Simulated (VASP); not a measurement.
## PrHRh3: single point with PBE

PrHRh3:

```
CELL_PARAMETERS angstrom
2.92881 0.00000 0.00000
0.00000 2.92881 0.00000
0.00000 0.00000 9.08842
ATOMIC_POSITIONS crystal
Pr 0.50000 0.50000 0.00000
H 0.50000 0.50000 0.50000
Rh 0.50000 0.50000 0.70395
Rh 0.50000 0.50000 0.29605
Rh 0.00000 0.00000 0.50000
```

The cell was built from a structure type or drawn by symmetry, and may not be a known phase.

```json
{"Program": "VASP 6.6.1", "Task": "single point", "Functional": "PBE", "Potentials or basis": "VASP PAW PBE potentials, release 64 (Pr_3, H, Rh_pv), 4f in core", "Cutoff": "500 eV", "k mesh": "5 × 5 × 3", "Occupations": "gaussian, width 0.2 eV", "Spin": "no spin polarisation"}
```

```yaml
Pressure: 0.0 GPa
Largest_force: 0.021 eV/Å
Band_gap_on_the_k_mesh: zero (an odd number of electrons rules out a gap without spin polarisation)
```

Forces in eV/Å, atoms in the order of the input:
```
Pr   0.000  0.000  0.000
H    0.000  0.000  0.000
Rh   0.000  0.000  0.021
Rh   0.000  0.000 -0.021
Rh   0.000  0.000  0.000
```

Levels at points of the mesh, in eV from the Fermi level:
```
           k point  band 26  band 27  band 28  band 29  band 30  band 31  band 32  band 33
(0.00, 0.00, 0.00)    -1.27    -1.25    -1.25    -0.22    -0.13    -0.03    -0.03     0.19
```

Run time: 17 s on 1 thread of Intel(R) Xeon(R) 6975P-C (Granite Rapids), with other jobs on the host, peak memory 0.2 GiB.

Caveat: the k points lie up to 0.43 Å⁻¹ apart, too coarse for converged energies and pressures of a metal; spin-orbit coupling is left out, which moves the levels of the heavy elements; the 4f electrons are frozen in the core, so they carry no moment and show no levels. Spin polarisation is off, so any magnetic state and its effect on volume and gap are missing.
